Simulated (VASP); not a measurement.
Au, 2 atoms in the cell. The structure is hexagonal, space group P6_3/mmc (No. 194). The conventional cell has a = 2.900 Å, b = 2.900 Å, c = 4.880 Å, α = 90.00°, β = 90.00°, γ = 120.00°. Within 3.8 Å of Au (site symmetry -6m2) lie 12 Au at 2.90 to 2.96 Å. This isn't the form of Au at room conditions, which is fcc.

- Program: VASP 6.6.1
- Task: relaxation of cell and atoms
- Functional: PBEsol
- Potentials or basis: VASP PAW PBE potentials, release 64 (Au)
- Cutoff: 600 eV
- k mesh: 11 × 11 × 6
- Occupations: fermi-dirac, width 0.05 eV
- Spin: no spin polarisation
- Target pressure: 10 GPa
- Dipole correction: no
- Further INCAR settings: ALGO = Normal; EDIFF = 1e-06; IBRION = 2; EDIFFG = -0.005; NSW = 80; ISIF = 3

Potentials or basis: VASP PAW PBE potentials, release 64 (Au).

Run with:

```bash
$ cat potpaw_PBE.64/Au/POTCAR > POTCAR
$ mpirun -np 1 vasp_std > vasp.out
```

Hardware: 1 thread of Intel Xeon 8259CL, with other jobs on the host.

Problem. Estimate the wall time of this run.

Solution. Wall time 3.4 min on 1 thread of Intel Xeon 8259CL (shared host), peak memory 0.2 GiB. Counts: scf iterations 66, k points 64, ion steps 11.
